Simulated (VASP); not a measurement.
A run of VASP 6.6.1:

The input INCAR:

```
ALGO = Normal ; EDIFF = 1E-6
ENCUT = 520 ; GGA = PE
ISIF = 2 ; ISMEAR = 0
LASPH = True ; LCHARG = True
LELF = True ; LREAL = False
LVHAR = True ; LWAVE = False
NBANDS = 34 ; NELM = 100
PREC = Accurate ; SIGMA = 0.1
```

File KPOINTS:

```
k-points
0
Gamma
  8 10 8
```

Contents of POSCAR:

```
Ga
1.0
    3.8963680079     -2.6226306863      0.0000000000
    3.7585384734      2.3965141767      0.0000000000
    0.0000000000      0.0000000000      4.6431885281
Ga
4
Direct
    1.0531097386      0.2613711347      0.2721407308
    0.3496207300      0.9860022979      0.7278592692
   -0.0531097386      0.7386288653      0.7721407308
    0.6503792700      0.0139977021      0.2278592692
```

Potentials or basis: VASP PAW PBE potentials, release 64 (Ga_d).

Launch:

```bash
$ cat potpaw_PBE.64/Ga_d/POTCAR > POTCAR
$ mpirun -np 1 vasp_std > vasp.out
```

Hardware: 1 thread of AMD EPYC 9R45 96-Core Processor (Zen 5) (shared host).

**Question.** How long does it take, and how much memory?

**Answer.** Run time: 4.9 min on 1 thread of AMD EPYC 9R45 96-Core Processor (Zen 5), with other jobs on the host, peak memory 0.49 GiB. Counts: scf iterations 13, k points 210.
